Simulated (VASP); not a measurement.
Input of a VASP 6.6.1 run:

The input INCAR:

```
SYSTEM = Al5As
PREC     = Accurate       ! precision mode
ENCUT    = 520            ! plane-wave cutoff, eV
EDIFF    = 1E-7           ! SCF threshold, eV
ISMEAR   = 0              ! smearing method
SIGMA    = 0.1            ! smearing width, eV
LREAL    = .FALSE.        ! projectors in reciprocal space
LASPH    = .TRUE.         ! aspherical terms in the spheres
NELM     = 100            ! most SCF steps
ALGO     = Normal         ! electronic algorithm
ISIF     = 2              ! what is computed and relaxed
LWAVE    = .FALSE.        ! write WAVECAR
LCHARG   = .TRUE.         ! write CHGCAR
GGA      = PE             ! functional
LELF     = .TRUE.         ! ELF
LVHAR    = .TRUE.       
NBANDS   = 19             ! bands
```

The input KPOINTS:

```
regular mesh
0
G
  4 4 4
  0 0 0
```

The input POSCAR:

```
Al5As
1.0
    7.3922340527      0.0000000000      0.0000000000
    0.0000000000      7.3922340527      0.0000000000
    0.0000000000      0.0000000000      2.8163878814
Al As
5 1
Direct
    0.1699801567      0.5000000000      0.0000000000
    0.8300198433      0.5000000000      0.0000000000
    0.5000000000      0.1699801567      0.0000000000
    0.5000000000      0.8300198433      0.0000000000
    0.0000000000      0.0000000000      0.5000000000
    0.5000000000      0.5000000000      0.0000000000
```

Potentials or basis: VASP PAW PBE potentials, release 64 (Al, As).

The run is started by

```sh
$ cat potpaw_PBE.64/Al/POTCAR potpaw_PBE.64/As/POTCAR > POTCAR
$ mpirun -np 1 vasp_std > vasp.out
```

Q: Predict the largest force.

A: 0.023 eV/Å.

Q: Predict the band gap on the k mesh.

A: Zero (bands 10 and 11 overlap by 1.13 eV).

Q: Estimate the pressure.

A: 0.3 GPa.

Forces in eV/Å, atoms in the order of the input:
```
Al  -0.023  0.000  0.000
Al   0.023  0.000  0.000
Al   0.000 -0.023  0.000
Al   0.000  0.023  0.000
Al   0.000  0.000  0.000
As   0.000  0.000  0.000
```

Caveat: the k points lie up to 0.56 Å⁻¹ apart, too coarse for converged energies and pressures of a metal.
